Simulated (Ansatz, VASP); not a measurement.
SiW3: VASP beside Ansatz

File INCAR:

```
ALGO = Fast ; EDIFF = 1E-6
ENCUT = 520 ; GGA = PS
ISIF = 2 ; ISMEAR = 0
LASPH = T ; LCHARG = T
LELF = T ; LREAL = F
LVHAR = T ; LWAVE = F
NBANDS = 56 ; NELM = 60
PREC = Accurate ; SIGMA = 0.15
```

Contents of KPOINTS:

```
k-points
0
Gamma
  10 10 10
```

The input POSCAR:

```
SiW3
1.0
    0.0000000000     -5.1543905733      0.0000000000
   -5.1543905733      0.0000000000      0.0000000000
    0.0000000000      0.0000000000     -5.1543905733
Si W
2 6
Direct
    0.0089170466      0.0089170466      0.0000000000
    0.4910829534      0.4910829534      0.5000000000
    0.5018177423      0.5018177423      0.0000000000
    0.9981822577      0.9981822577      0.5000000000
    0.5049088677     -0.0018177423      0.0000000000
   -0.0049088677      0.5018177423      0.5000000000
    0.5018177423     -0.0049088677      0.5000000000
   -0.0018177423      0.5049088677      0.0000000000
```

Input for Ansatz:

```yaml
crystal:
  lattice:
    - [0.0, -5.1543905733, 0.0]
    - [-5.1543905733, 0.0, 0.0]
    - [0.0, 0.0, -5.1543905733]
  atoms:
    - { symbol: Si, position: [0.0089170466, 0.0089170466, 0.0] }
    - { symbol: Si, position: [0.4910829534, 0.4910829534, 0.5] }
    - { symbol: W, position: [0.5018177423, 0.5018177423, 0.0] }
    - { symbol: W, position: [0.9981822577, 0.9981822577, 0.5] }
    - { symbol: W, position: [0.5049088677, -0.0018177423, 0.0] }
    - { symbol: W, position: [-0.0049088677, 0.5018177423, 0.5] }
    - { symbol: W, position: [0.5018177423, -0.0049088677, 0.5] }
    - { symbol: W, position: [-0.0018177423, 0.5049088677, 0.0] }
basis:
  ecutwfc: 420
kpoints:
  mp_grid: { grid: [10, 10, 10] }
hamiltonian:
  xc: pbesol
scf:
  occupations: { method: gaussian, width: 0.15 }
output:
  forces: true
  stress: true
  eigenvalues: true
```

Change from the starting cell: mode 1 (-166.8 1/cm) frozen in, largest displacement +0.065 Å.

Alike in both runs: task single point; functional PBEsol; k mesh 10 × 10 × 10; occupations gaussian, width 0.15 eV; no spin polarisation.

|  | VASP | Ansatz |
| --- | --- | --- |
| version | VASP 6.6.1 | Ansatz 0.2.0 |
| potentials or method | VASP PAW PBE potentials, release 64 (Si, W_sv), cutoff 520 eV | scalar-relativistic, plane waves, PAW |
| valence electrons in the cell | 92 | 92 |

Ansatz gave:

* gap on the k mesh at the Fermi level (eV): none
* pressure (GPa): 0.2
* traceless stress, the component that is largest in VASP (GPa): -0.15
* rms of the force components (eV/Å): 0.221

**Question.** Which values does VASP return?

**Answer.** gap on the k mesh at the Fermi level (eV): none; pressure (GPa): 0.7; traceless stress, the component that is largest in VASP (GPa): -0.15; rms of the force components (eV/Å): 0.219.

VASP's potentials were made for PBE, not for PBEsol. Atom by atom the forces differ by 0.005 eV/Å (rms over components). A gap of «none» marks a metal or a gap that the smearing closes. The functional is the same, so the differences come from potentials, cutoffs and numerics.

Neither program's run includes spin-orbit coupling.
